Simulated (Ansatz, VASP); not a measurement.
TiO2: VASP beside Ansatz

```xyz
3
Lattice="1.5392 0.8886 3.8378 -1.5392 0.8886 3.8378 0.0000 -1.7773 3.8378" Properties=species:S:1:pos:R:3 pbc="T T T"
Ti    0.0000    0.0000    0.0000
O     0.0000    0.0000    6.9283
O     0.0000    0.0000    4.5852
```

Alike in both runs: task single point; functional PBE; dispersion D3(BJ); k mesh 9 × 9 × 9; occupations gaussian, width 0.05 eV; no spin polarisation; Hubbard terms Ti d U = 4.0 eV.

|  | VASP | Ansatz |
| --- | --- | --- |
| version | VASP 6.6.1 | Ansatz 0.2.0 |
| potentials or method | VASP PAW PBE potentials, release 64 (Ti_sv, O), cutoff 520 eV | scalar-relativistic, plane waves, PAW |
| valence electrons in the cell | 24 | 24 |

```csv
,VASP,Ansatz,Ansatz less VASP
gap on the k mesh at the Fermi level (eV),2.33,2.39,+0.062
least direct gap on the mesh (eV),2.65,2.69,+0.043
rms of the force components (eV/Å),1.285,1.102,-0.1831
```

The programs project onto different local orbitals, so the same U acts differently, and such runs can settle in different states. Atom by atom the forces differ by 0.183 eV/Å (rms over components).
